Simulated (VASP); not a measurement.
# Cu (Pm-3m) in VASP: a series of runs

Cu is run at these levels: PBEsol; tasks: single point.

All numbers are computed with VASP 6.6.1; they aren't measurements. Logs are shortened: lines on timing, memory, paths and dates and some standing lists are left out, and cuts for length are marked.

## Step 1: The cell of the first run

Symmetry: Pm-3m, No. 221, cubic system. Conventional cell: a = 2.360 Å, b = 2.360 Å, c = 2.360 Å, α = 90.00°, β = 90.00°, γ = 90.00°. Cu (site symmetry m-3m) has 6 Cu at 2.36 Å within 3.1 Å.

## Step 2: Single point, PBEsol

Input file INCAR:

```
SYSTEM = Cu
PREC = Accurate
ENCUT = 520
EDIFF = 1E-6
ISMEAR = -1
SIGMA = 0.1
LREAL = .False.
LASPH = .True.
NELM = 60
ALGO = Normal
ISIF = 2
LWAVE = .False.
LCHARG = .False.
GGA = PS
NBANDS = 12
```

Input file KPOINTS:

```
regular mesh
0
Gamma
  13 13 13
  0 0 0
```

Input file POSCAR:

```
Cu
1.0
    2.3596178847      0.0000000000      0.0000000000
    0.0000000000      2.3596178847      0.0000000000
    0.0000000000      0.0000000000      2.3596178847
Cu
1
Direct
    0.0000000000      0.0000000000      0.0000000000
```

Potentials or basis: VASP PAW PBE potentials, release 64 (Cu).

Run with:

```sh
$ cat potpaw_PBE.64/Cu/POTCAR > POTCAR
$ mpirun -np 1 vasp_std > vasp.out
```

OUTCAR:

```text
SYSTEM = Cu
   PREC = Accurate
   ENCUT = 520
   EDIFF = 1E-6
   ISMEAR = -1
   LREAL = .False.
   LASPH = .True.
   NELM = 60
   ISIF = 2
   GGA = PS

 ion  position               nearest neighbor table
   1  0.000  0.000  0.000-

  LATTYP: Found a simple cubic cell.
 ALAT       =     2.3596178847

  Lattice vectors:

 A1 = (   2.3596178847,   0.0000000000,   0.0000000000)
 A2 = (   0.0000000000,   2.3596178847,   0.0000000000)
 A3 = (   0.0000000000,   0.0000000000,   2.3596178847)

Analysis of symmetry for initial positions (statically):
=====================================================================
 Subroutine PRICEL returns:
 Original cell was already a primitive cell.

 Routine SETGRP: Setting up the symmetry group for a
 simple cubic supercell.

 Subroutine GETGRP returns: Found 48 space group operations
 (whereof 48 operations were pure point group operations)
 out of a pool of 48 trial point group operations.

The static configuration has the point symmetry O_h .

Analysis of symmetry for dynamics (positions and initial velocities):
=====================================================================
 Subroutine PRICEL returns:
 Original cell was already a primitive cell.

 Routine SETGRP: Setting up the symmetry group for a
 simple cubic supercell.

 Subroutine GETGRP returns: Found 48 space group operations
 (whereof 48 operations were pure point group operations)
 out of a pool of 48 trial point group operations.

The dynamic configuration has the point symmetry O_h .

 Subroutine INISYM returns: Found 48 space group operations
 (whereof 48 operations are pure point group operations),
 and found     1 'primitive' translations

----------------------------------------------------------------------------------------

                                     Primitive cell

  volume of cell :      13.1379

  direct lattice vectors                    reciprocal lattice vectors
     2.359617885  0.000000000  0.000000000     0.423797432  0.000000000  0.000000000
     0.000000000  2.359617885  0.000000000     0.000000000  0.423797432  0.000000000
     0.000000000  0.000000000  2.359617885     0.000000000  0.000000000  0.423797432

  length of vectors
     2.359617885  2.359617885  2.359617885     0.423797432  0.423797432  0.423797432

  position of ions in fractional coordinates (direct lattice)
     0.000000000  0.000000000  0.000000000

  ion indices of the primitive-cell ions
   primitive index   ion index
                 1           1

----------------------------------------------------------------------------------------

 KPOINTS: regular mesh

Automatic generation of k-mesh.
 Grid dimensions read from file:
 generate k-points for:   13   13   13

 Generating k-lattice:

  Cartesian coordinates                     Fractional coordinates (reciprocal lattice)
     0.032599802  0.000000000  0.000000000     0.076923077  0.000000000  0.000000000
     0.000000000  0.032599802  0.000000000     0.000000000  0.076923077  0.000000000
     0.000000000  0.000000000  0.032599802     0.000000000  0.000000000  0.076923077

  Length of vectors
     0.032599802  0.032599802  0.032599802

  Shift w.r.t. Gamma in fractional coordinates (k-lattice)
     0.000000000  0.000000000  0.000000000

 Subroutine IBZKPT returns following result:
 ===========================================

 Found     84 irreducible k-points:

 Following reciprocal coordinates:
            Coordinates               Weight
  0.000000  0.000000  0.000000      1.000000
  0.076923  0.000000  0.000000      6.000000
  0.153846  0.000000  0.000000      6.000000
  0.230769  0.000000  0.000000      6.000000
  0.307692  0.000000  0.000000      6.000000
  0.384615  0.000000  0.000000      6.000000
[... 16 lines left out ...]
  0.307692  0.307692  0.000000     12.000000
  0.384615  0.307692  0.000000     24.000000
 [... further k-points ...]
   k-points           NKPTS =     84   k-points in BZ     NKDIM =     84   number of bands    NBANDS=     12
   number of dos      NEDOS =    301   number of ions     NIONS =      1
   total plane-waves  NPLWV =   5832
   dimension x,y,z NGX =    18 NGY =   18 NGZ =   18
   dimension x,y,z NGXF=    36 NGYF=   36 NGZF=   36
   ions per type =               1
   NGX,Y,Z   is equivalent  to a cutoff of  12.68, 12.68, 12.68 a.u.
   NGXF,Y,Z  is equivalent  to a cutoff of  25.36, 25.36, 25.36 a.u.
 SYSTEM =  Cu
   PREC   = accura    normal or accurate (medium, high low for compatibility)
   ISTART =      0    job   : 0-new  1-cont  2-samecut
   ICHARG =      2    charge: 1-file 2-atom 10-const
   ISPIN  =      1    spin polarized calculation?
   LNONCOLLINEAR =      F non collinear calculations
   LSORBIT =      F    spin-orbit coupling
   LASPH  =      T    aspherical Exc in radial PAW
   ENCUT  =  520.0 eV  38.22 Ry    6.18 a.u.   4.39  4.39  4.39*2*pi/ulx,y,z
   NELM   =     60;   NELMIN=  2; NELMDL= -5     # of ELM steps
   EDIFF  = 0.1E-05   stopping-criterion for ELM
   LREAL  =      F    real-space projection
   EDIFFG = 0.1E-04   stopping-criterion for IOM
   NSW    =      0    number of steps for IOM
   IBRION =     -1    ionic relax: 0-MD 1-quasi-New 2-CG
   NFREE  =      0    steps in history (QN), initial steepest desc. (CG)
   ISIF   =      2    stress and relaxation
   ISYM   =      2    0-nonsym 1-usesym 2-fastsym
   POTIM  = 0.5000    time-step for ionic-motion
   TEBEG  =    0.0;   TEEND  =   0.0 temperature during run
   PSTRESS=    0.0 pullay stress
   NELECT =      11.0000    total number of electrons
   NUPDOWN=      -1.0000    fix difference up-down
   EMIN   =  10.00;   EMAX   =-10.00  energy-range for DOS
   EFERMI =   0.00;   METHOD = LEGACY
   ISMEAR =    -1;   SIGMA  =   0.10  broadening in eV -4-tet -1-fermi 0-gaus
   EFERMI_NEDOS =   21; number of points for ismear=-14 and -15
   IALGO  =     38    algorithm
   IMIX   =      4    mixing-type and parameters
     AMIX     =   0.40;   BMIX     =  1.00
     AMIX_MAG =   1.60;   BMIX_MAG =  1.00
  volume/ion in A,a.u.               =      13.14        88.66
  Fermi-wavevector in a.u.,A,eV,Ry     =   1.542993  2.915835 32.393137  2.380828
  Thomas-Fermi vector in A             =   2.648719
   LORBIT       =      0    0 simple, 1 ext, 2 COOP (PROOUT), +10 PAW based schemes
   GGA     = PS    functional components
   LHFCALC =     F    Hartree Fock is set to
   AEXX    =    0.0000 exact exchange contribution
   IVDW    =     0    specifies the selected vdW correction
   LEPSILON=     F    determine dielectric tensor
   LRPA    =     F    only Hartree local field effects (RPA)
 non-spin polarized calculation
  energy-cutoff  :      520.00
  volume of cell :       13.14
 maximum number of plane-waves:       365
 NGX is ok and might be reduce to    18
   NGX =  9   NGY =  9   NGZ =  9

 number of electron      11.0000026 magnetization

 Free energy of the ion-electron system (eV)
  ---------------------------------------------------
  ext. energy  EPLUGINS =         0.00000000
  ---------------------------------------------------
  free energy    TOTEN  =        -3.78843494 eV

  energy without entropy =       -3.77711256  energy(sigma->0) =       -3.78277375

 E-fermi :   5.9587     XC(G=0): -12.2177

 val. band max:        5.8407511976   @ k =   0.3846   0.3077   0.0000
 cond. band min:       5.9648752438   @ k =   0.4615   0.1538   0.0769
 fundamental gap:      0.1241240462
 Fermi energy:         5.9587340069

 k-point     1 :       0.0000    0.0000    0.0000
  band No.  band energies     occupation
      1      -2.4106      2.00000
      2       1.9747      2.00000
      3       1.9747      2.00000
      4       4.6996      1.99999
      5       4.6996      1.99999
      6       4.6996      1.99999
      7      24.1445      0.00000
      8      24.1445      0.00000
      9      24.1445      0.00000
     10      27.6445      0.00000
     11      27.6445      0.00000
     12      31.7214      0.00000

 k-point     2 :       0.0769    0.0000    0.0000
  band No.  band energies     occupation
      1      -2.2429      2.00000
      2       1.9942      2.00000
      3       2.0395      2.00000
      4       4.6479      2.00000
      5       4.6479      2.00000
      6       4.7038      1.99999
      7      21.9684      0.00000
      8      24.3635      0.00000
      9      24.3635      0.00000
     10      27.7119      0.00000
     11      29.1208      0.00000
     12      32.7368      0.00000

 k-point     3 :       0.1538    0.0000    0.0000
  band No.  band energies     occupation
      1      -1.7510      2.00000
      2       2.0486      2.00000
      3       2.2281      2.00000
      4       4.5070      2.00000
      5       4.5070      2.00000
      6       4.7154      1.99999
      7      18.7333      0.00000
      8      25.0056      0.00000
      9      25.0056      0.00000
     10      27.9163      0.00000
     11      30.0630      0.00000
     12      35.9616      0.00000
[... 286 lines left out ...]
 k-point    23 :       0.3077    0.3077    0.0000
  band No.  band energies     occupation
      1       1.5767      2.00000
      2       2.4589      2.00000
      3       3.6674      2.00000
      4       4.1831      2.00000
      5       4.2426      2.00000
      6       4.6977      1.99999
      7      13.6840      0.00000
      8      16.8637      0.00000
      9      25.4512      0.00000
     10      30.5204      0.00000
     11      31.5091      0.00000
     12      38.2381      0.00000

 k-point    24 :       0.3846    0.3077    0.0000
  band No.  band energies     occupation
      1       1.8629      2.00000
      2       2.4070      2.00000
      3       3.9329      2.00000
      4       4.0630      2.00000
      5       4.2431      2.00000
      6       5.8408      1.52983
      7      11.8482      0.00000
      8      17.3862      0.00000
      9      22.9539      0.00000
     10      32.1166      0.00000
     11      32.3501      0.00000
     12      37.2218      0.00000

 [... further k-points ...]
[... 5 lines left out ...]
  --------------------------------------------------------------------------------------
  -------------------------------------------------------------------------------------
  Total        0.0415843      0.0415843      0.0415843     -0.0000000      0.0000000     -0.0000000
  in kB        5.0712469      5.0712469      5.0712469     -0.0000000      0.0000000     -0.0000000
  external PRESSURE =       5.0712469 kB  Pullay stress =       0.0000000 kB

 VOLUME and BASIS-vectors are now :
 -----------------------------------------------------------------------------
  energy-cutoff  :      520.00
  volume of cell :       13.14
      direct lattice vectors                 reciprocal lattice vectors
     2.359617885  0.000000000  0.000000000     0.423797432  0.000000000  0.000000000
     0.000000000  2.359617885  0.000000000     0.000000000  0.423797432  0.000000000
     0.000000000  0.000000000  2.359617885     0.000000000  0.000000000  0.423797432

 POSITION                                       TOTAL-FORCE (eV/Angst)
 -----------------------------------------------------------------------------------
      0.00000      0.00000      0.00000         0.000000      0.000000      0.000000
 -----------------------------------------------------------------------------------
    total drift:                               -0.000000      0.000000      0.000000

  FREE ENERGIE OF THE ION-ELECTRON SYSTEM (eV)
  ---------------------------------------------------
  free  energy   TOTEN  =        -3.7884349393 eV

  energy  without entropy=       -3.7771125596  energy(sigma->0) =       -3.78277375
```

Run time: 13 s. Hardware: 1 thread of Intel Xeon 8259CL, shared host; peak memory 0.12 GiB.

What came out:

```
Free energy : -3.7884 eV
Pressure    : 0.5 GPa
```

Caveat: the PAW data sets were made with another functional, which shifts forces and pressure a little.

## Step 3: Single point, PBEsol (volume scaled by 0.88)

Input file INCAR:

```
  PREC = Accurate
  ENCUT = 520
  EDIFF = 1E-6
  ISMEAR = -1
  SIGMA = 0.1
  LREAL = F
  LASPH = T
  NELM = 100
  ALGO = Normal
  ISIF = 2
  LWAVE = F
  LCHARG = F
  GGA = PS
  NBANDS = 12
```

Input file KPOINTS:

```
regular mesh
0
Gamma
  15 15 15
```

Input file POSCAR:

```
Cu
1.0
    2.2611839976      0.0000000000      0.0000000000
    0.0000000000      2.2611839976      0.0000000000
    0.0000000000      0.0000000000      2.2611839976
Cu
1
Direct
    0.0000000000      0.0000000000      0.0000000000
```

Potentials or basis: VASP PAW PBE potentials, release 64 (Cu).

Run with:

```sh
$ cat potpaw_PBE.64/Cu/POTCAR > POTCAR
$ mpirun -np 1 vasp_std > vasp.out
```

OUTCAR:

```text
PREC = Accurate
   ENCUT = 520
   EDIFF = 1E-6
   ISMEAR = -1
   LREAL = F
   LASPH = T
   NELM = 100
   ISIF = 2
   GGA = PS

 ion  position               nearest neighbor table
   1  0.000  0.000  0.000-

  LATTYP: Found a simple cubic cell.
 ALAT       =     2.2611839976

  Lattice vectors:

 A1 = (   2.2611839976,   0.0000000000,   0.0000000000)
 A2 = (   0.0000000000,   2.2611839976,   0.0000000000)
 A3 = (   0.0000000000,   0.0000000000,   2.2611839976)

Analysis of symmetry for initial positions (statically):
=====================================================================
 Subroutine PRICEL returns:
 Original cell was already a primitive cell.

 Routine SETGRP: Setting up the symmetry group for a
 simple cubic supercell.

 Subroutine GETGRP returns: Found 48 space group operations
 (whereof 48 operations were pure point group operations)
 out of a pool of 48 trial point group operations.

The static configuration has the point symmetry O_h .

Analysis of symmetry for dynamics (positions and initial velocities):
=====================================================================
 Subroutine PRICEL returns:
 Original cell was already a primitive cell.

 Routine SETGRP: Setting up the symmetry group for a
 simple cubic supercell.

 Subroutine GETGRP returns: Found 48 space group operations
 (whereof 48 operations were pure point group operations)
 out of a pool of 48 trial point group operations.

The dynamic configuration has the point symmetry O_h .

 Subroutine INISYM returns: Found 48 space group operations
 (whereof 48 operations are pure point group operations),
 and found     1 'primitive' translations

----------------------------------------------------------------------------------------

                                     Primitive cell
[... 107 lines left out ...]
   IMIX   =      4    mixing-type and parameters
     AMIX     =   0.40;   BMIX     =  1.00
     AMIX_MAG =   1.60;   BMIX_MAG =  1.00
  volume/ion in A,a.u.               =      11.56        78.02
  Fermi-wavevector in a.u.,A,eV,Ry     =   1.610163  3.042767 35.274800  2.592625
  Thomas-Fermi vector in A             =   2.705757
   LORBIT       =      0    0 simple, 1 ext, 2 COOP (PROOUT), +10 PAW based schemes
   GGA     = PS    functional components
   LHFCALC =     F    Hartree Fock is set to
   AEXX    =    0.0000 exact exchange contribution
   IVDW    =     0    specifies the selected vdW correction
   LEPSILON=     F    determine dielectric tensor
   LRPA    =     F    only Hartree local field effects (RPA)
 non-spin polarized calculation
  energy-cutoff  :      520.00
  volume of cell :       11.56
 maximum number of plane-waves:       320
 NGX is ok and might be reduce to    18
   NGX =  9   NGY =  9   NGZ =  9

 number of electron      11.0000009 magnetization

 Free energy of the ion-electron system (eV)
  ---------------------------------------------------
  ext. energy  EPLUGINS =         0.00000000
  ---------------------------------------------------
  free energy    TOTEN  =        -3.69140276 eV

  energy without entropy =       -3.68461358  energy(sigma->0) =       -3.68800817

 E-fermi :   7.4688     XC(G=0): -12.9472

 val. band max:        7.4476089546   @ k =   0.3333   0.3333   0.1333
 cond. band min:       7.7261665251   @ k =   0.4667   0.2000   0.0000
 fundamental gap:      0.2785575704
 Fermi energy:         7.4687506616

 k-point     1 :       0.0000    0.0000    0.0000
  band No.  band energies     occupation
      1      -1.8113      2.00000
      2       2.8719      2.00000
      3       2.8719      2.00000
      4       6.1629      2.00000
      5       6.1629      2.00000
      6       6.1629      2.00000
      7      27.1212      0.00000
      8      27.1212      0.00000
      9      27.1212      0.00000
     10      30.8633      0.00000
     11      30.8633      0.00000
     12      35.6203      0.00000
[... 331 lines left out ...]
 k-point    24 :       0.3333    0.2000    0.0000
  band No.  band energies     occupation
      1       2.0189      2.00000
      2       3.4913      2.00000
      3       4.2338      2.00000
      4       5.4367      2.00000
      5       5.7213      2.00000
      6       5.8936      2.00000
      7      14.8893      0.00000
      8      22.8420      0.00000
      9      31.8640      0.00000
     10      32.8068      0.00000
     11      33.9404      0.00000
     12      42.0605      0.00000

 [... further k-points ...]
[... 5 lines left out ...]
  --------------------------------------------------------------------------------------
  -------------------------------------------------------------------------------------
  Total        1.6149763      1.6149763      1.6149763     -0.0000000      0.0000000     -0.0000000
  in kB      223.8046151    223.8046151    223.8046151     -0.0000000      0.0000000     -0.0000000
  external PRESSURE =     223.8046151 kB  Pullay stress =       0.0000000 kB

 VOLUME and BASIS-vectors are now :
 -----------------------------------------------------------------------------
  energy-cutoff  :      520.00
  volume of cell :       11.56
      direct lattice vectors                 reciprocal lattice vectors
     2.261183998  0.000000000  0.000000000     0.442246187  0.000000000  0.000000000
     0.000000000  2.261183998  0.000000000     0.000000000  0.442246187  0.000000000
     0.000000000  0.000000000  2.261183998     0.000000000  0.000000000  0.442246187

 POSITION                                       TOTAL-FORCE (eV/Angst)
 -----------------------------------------------------------------------------------
      0.00000      0.00000      0.00000         0.000000      0.000000      0.000000
 -----------------------------------------------------------------------------------
    total drift:                               -0.000000      0.000000      0.000000

  FREE ENERGIE OF THE ION-ELECTRON SYSTEM (eV)
  ---------------------------------------------------
  free  energy   TOTEN  =        -3.6914027608 eV

  energy  without entropy=       -3.6846135821  energy(sigma->0) =       -3.68800817
```

stdout:

```text
POSCAR found type information on POSCAR Cu
 POSCAR found :  1 types and       1 ions
 scaLAPACK will be used
 -----------------------------------------------------------------------------
|                                                                             |
|                                                                             |
|     You enforced a specific xc type in the INCAR file but a different       |
|     I HOPE YOU KNOW WHAT YOU ARE DOING!                                     |
|                                                                             |
 -----------------------------------------------------------------------------

 LDA part: xc-table for (Slater+PW92), standard interpolation
 POSCAR, INCAR and KPOINTS ok, starting setup
 FFT: planning ... GRIDC
 FFT: planning ... GRID_SOFT
 FFT: planning ... GRID
 WAVECAR not read
 entering main loop
```

Wall time 18 s (1 thread of Intel Xeon 8259CL, shared host); peak memory 0.13 GiB.

What came out:

| Property | Result |
| --- | --- |
| Free energy | -3.6914 eV |
| Pressure | 22.4 GPa |

Caveat: the PAW data sets were made with another functional, which shifts forces and pressure a little.
